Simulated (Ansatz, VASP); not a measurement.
Two plane-wave programs on Y2Ta2F

```
CELL_PARAMETERS angstrom
3.51370 0.00000 0.00000
-1.75685 3.04296 0.00000
0.00000 0.00000 10.75314
ATOMIC_POSITIONS crystal
Y 0.33333 0.66667 0.72538
Y 0.33333 0.66667 0.27462
Ta 0.66667 0.33333 0.50000
Ta 0.00000 0.00000 0.00000
F 0.66667 0.33333 0.00000
```

Change from the starting cell: species swapped into the Sr2ZnSb2 type (P-6m2, No. 187).

Alike in both runs: functional PBE; k mesh 12 × 12 × 4; occupations gaussian, width 0.1 eV; collinear spin.

Ansatz relaxed the structure, and its values are those at the end. VASP's run is a single point on that final structure, the one shown.

|  | VASP | Ansatz |
| --- | --- | --- |
| version | VASP 6.6.1 | Ansatz 0.2.0 |
| potentials or method | VASP PAW PBE potentials, release 64 (Y_sv, Ta_pv, F), cutoff 520 eV | scalar-relativistic, plane waves, PAW |
| valence electrons in the cell | 51 | 55 |

|  | VASP | Ansatz | Ansatz less VASP |
| --- | --- | --- | --- |
| gap on the k mesh at the Fermi level (eV) | none | none | - |
| pressure (GPa) | 0.0 | 0.0 | +0.03 |
| net moment per atom (μB) | 0.00 | 0.00 | -0.002 |

A gap of «none» marks a metal or a gap that the smearing closes. VASP's potentials hold 51 valence electrons a cell and Ansatz's 55, so a difference there can come from the potentials and not from the codes. Ansatz's warnings: seeded moment not kept.

Neither program's run includes spin-orbit coupling.
